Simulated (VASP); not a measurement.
Here is a VASP 6.6.1 calculation.

INCAR

```
  ALGO = Normal
  EDIFF = 1E-6
  ENCUT = 520
  ISIF = 2
  ISMEAR = 0
  LASPH = True
  LCHARG = False
  LREAL = False
  LWAVE = False
  NBANDS = 26
  NELM = 80
  PREC = Accurate
  SIGMA = 0.02
```

Contents of KPOINTS:

```
k-points
0
Gamma
  6 6 6
```

The input POSCAR:

```
CuI
1.0
    2.0151750000      1.1634616500      7.2554649803
   -2.0151750000      1.1634616500      7.2554649803
    0.0000000000     -2.3269233000      7.2554649803
Cu I
2 2
Direct
    0.1293000000      0.1293000000      0.1293000000
    0.8707000000      0.8707000000      0.8707000000
    0.0000000000      0.0000000000      0.0000000000
    0.5000000000      0.5000000000      0.5000000000
```

Potentials or basis: VASP PAW LDA potentials, release 64 (Cu, I).

Launch:

```bash
$ cat potpaw_LDA.64/Cu/POTCAR potpaw_LDA.64/I/POTCAR > POTCAR
$ mpirun -np 1 vasp_std > vasp.out
```

Question: What does it give for the pressure?

Answer: 3.1 GPa.

Question: Predict the band gap on the k mesh.

Answer: Zero (bands 18 and 19 overlap by 0.34 eV).

Stress tensor (GPa, compression positive):
```
 8.93  0.00  0.00
 0.00  8.93  0.00
 0.00  0.00 -8.46
```

Caveat: the cell stands under pressure; spin-orbit coupling is left out, which moves the levels of the heavy elements; forces of over 1 eV/Å act on the atoms, so gaps and moduli don't describe the material at rest.
